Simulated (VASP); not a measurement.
Runs of VASP 6.6.1 on HfBi3O. The structure is that of space group P6/mmm (No. 191), or close to it. The cells are those of the table. The cell was generated, and may not be a known phase.

```csv
task,cell,k mesh,cutoff (eV),gap on the mesh (eV),pressure (GPa),relaxed volume (Å³/atom)
relaxation of cell and atoms,"relaxed from a = 6.780, b = 6.780, c = 3.778 Å, angles 90.0, 90.0, 120.0°, 5 atoms",3 × 3 × 4,600,none,0.0,29.16
relaxation of cell and atoms,"relaxed from a = 6.621, b = 6.621, c = 3.870 Å, angles 90.0, 90.0, 120.0°, 5 atoms",6 × 6 × 10,600,none,0.0,29.24
single point,"a = 6.621, b = 6.621, c = 3.870 Å, angles 90.0, 90.0, 120.0°, 5 atoms",3 × 3 × 4,520,none,-0.5,-
single point,"a = 6.780, b = 6.780, c = 3.778 Å, angles 90.0, 90.0, 120.0°, 5 atoms",6 × 6 × 2,520,none,(a),-
```

Alike in all rows: level PBE; potentials or basis VASP PAW PBE potentials, release 64 (Hf_pv, Bi_d, O); no spin polarisation; smearing gaussian 0.1 eV.

Task: Fill in the values left out.

Result: (a) -0.2.

Caveats: some runs use coarse meshes; spin-orbit coupling is left out, which moves the levels of the heavy elements; an odd number of electrons without spin polarisation forces a metal; a magnetic or distorted state may lie lower.

A k mesh can miss the band edges, and the runs leave out spin-orbit coupling on Bi, Hf.

A gap of «none» marks levels without a gap at the run's occupations.
